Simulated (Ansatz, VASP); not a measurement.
## NbAs: VASP beside Ansatz

```xyz
2
Lattice="3.4344 0.0000 0.0000 -1.7172 2.9743 0.0000 0.0000 0.0000 3.4784" Properties=species:S:1:pos:R:3 pbc="T T T"
Nb    0.0000    0.0000    0.0000
As    0.0000    1.9829    1.7392
```

Alike in both runs: functional PBE; k mesh 7 × 7 × 6; occupations gaussian, width 0.2 eV; no spin polarisation.

Ansatz relaxed the structure, and its values are those at the end. VASP's run is a single point on that final structure, the one shown.

|  | VASP | Ansatz |
| --- | --- | --- |
| version | VASP 6.6.1 | Ansatz 0.2.0 |
| potentials or method | VASP PAW PBE potentials, release 64 (Nb_sv, As), cutoff 500 eV | scalar-relativistic, plane waves, PAW |
| valence electrons in the cell | 18 | 28 |

```csv
,VASP,Ansatz,Ansatz less VASP
gap on the k mesh at the Fermi level (eV),none,none,-
pressure (GPa),-0.2,-0.2,+0.01
```

A gap of «none» marks a metal or a gap that the smearing closes. VASP's potentials hold 18 valence electrons a cell and Ansatz's 28, so a difference there can come from the potentials and not from the codes.
